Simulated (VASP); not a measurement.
Crystal: InSb3.

```
Sb In
1.0
     4.70825    0.00000    0.00000
     0.00000    4.70825    0.00000
     0.00000    0.00000    4.70825
Sb In
3 1
Direct
  0.50000 0.50000 0.00000
  0.00000 0.50000 0.50000
  0.50000 0.00000 0.50000
  0.00000 0.00000 0.00000
```

Base run:

| Quantity | Value |
| --- | --- |
| Program | VASP 6.6.1 |
| Functional | PBE |
| Potentials or basis | VASP PAW PBE potentials, release 64 (Sb, In_d) |
| Cutoff | 520 eV |
| k mesh | 6 × 6 × 6 |
| Occupations | fermi-dirac, width 0.05 eV |
| Spin | no spin polarisation |

Its results: band gap on the k mesh zero (band 14 reaches 12.43 eV, above the bottom of band 15 at 7.42 eV); pressure 3.8 GPa.

Q: The run is repeated on the same cell with these changes: functional from PBE to PBEsol. What comes out?

A: Band gap on the k mesh zero (band 14 reaches 12.27 eV, above the bottom of band 15 at 7.27 eV); pressure 0.7 GPa.

PBEsol binds more tightly than PBE, so the same cell stands under less pressure.

Caveats: spin-orbit coupling is left out, which moves the levels of the heavy elements; the PAW data sets were made with another functional, which shifts forces and pressure a little (some runs).
